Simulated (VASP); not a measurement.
Here is a VASP 6.6.1 calculation.

File INCAR:

```
SYSTEM = Si2Mo
PREC = Accurate ; ENCUT = 520
EDIFF = 1E-6 ; ISMEAR = 0
SIGMA = 0.15 ; LREAL = .False.
LASPH = .True. ; NELM = 60
ALGO = Fast ; ISIF = 2
LWAVE = .False. ; LCHARG = .True.
GGA = PS ; LELF = .True.
LVHAR = .True. ; NBANDS = 56
```

Contents of KPOINTS:

```
Automatic mesh
0
Gamma
  15 15 3
  0 0 0
```

File POSCAR:

```
Si2Mo
1.0
   -3.1900701689      0.0000000000      0.0000000000
    0.0000000000     -3.1900701689      0.0000000000
   -0.9570210507      0.0000000000     15.6427680287
Si Mo
8 4
Direct
   -0.0127589497      0.0000000000      0.0425298324
    0.2622410503      0.5000000000      0.7925298324
   -0.1627589497      0.0000000000      0.5425298324
    0.4122410503      0.5000000000      0.2925298324
   -0.0622410503      0.0000000000      0.2074701676
    0.2127589497      0.5000000000      0.9574701676
   -0.2122410503      0.0000000000      0.7074701676
    0.3627589497      0.5000000000      0.4574701676
    0.3125000000      0.5000000000      0.6250000000
    0.8875000000      1.0000000000      0.3750000000
    0.4625000000      0.5000000000      0.1250000000
    0.7375000000      1.0000000000      0.8750000000
```

Potentials or basis: VASP PAW PBE potentials, release 64 (Si, Mo_sv).

Launch:

```console
$ cat potpaw_PBE.64/Si/POTCAR potpaw_PBE.64/Mo_sv/POTCAR > POTCAR
$ mpirun -np 1 vasp_std > vasp.out
```

Predict the pressure.

4.1 GPa.

Estimate the band gap on the k mesh.

zero (bands 44 and 45 overlap by 0.74 eV).

Predict the largest force.

3.625 eV/Å.

Forces on the atoms (eV/Å):
```
Si   1.904  0.000  3.085
Si   0.025  0.000 -0.017
Si   0.007  0.000 -0.032
Si  -0.006  0.000 -0.183
Si  -0.025  0.000  0.017
Si  -1.904  0.000 -3.085
Si   0.006  0.000  0.183
Si  -0.007  0.000  0.032
Mo   0.041  0.000  0.002
Mo  -0.041  0.000 -0.002
Mo   1.469  0.000  0.335
Mo  -1.469  0.000 -0.335
```

Caveat: the cell differs from its parent crystal (the part above a cut slid along it); the stress differs along the axes, from 1 to 6 GPa; the PAW data sets were made with another functional, which shifts forces and pressure a little.
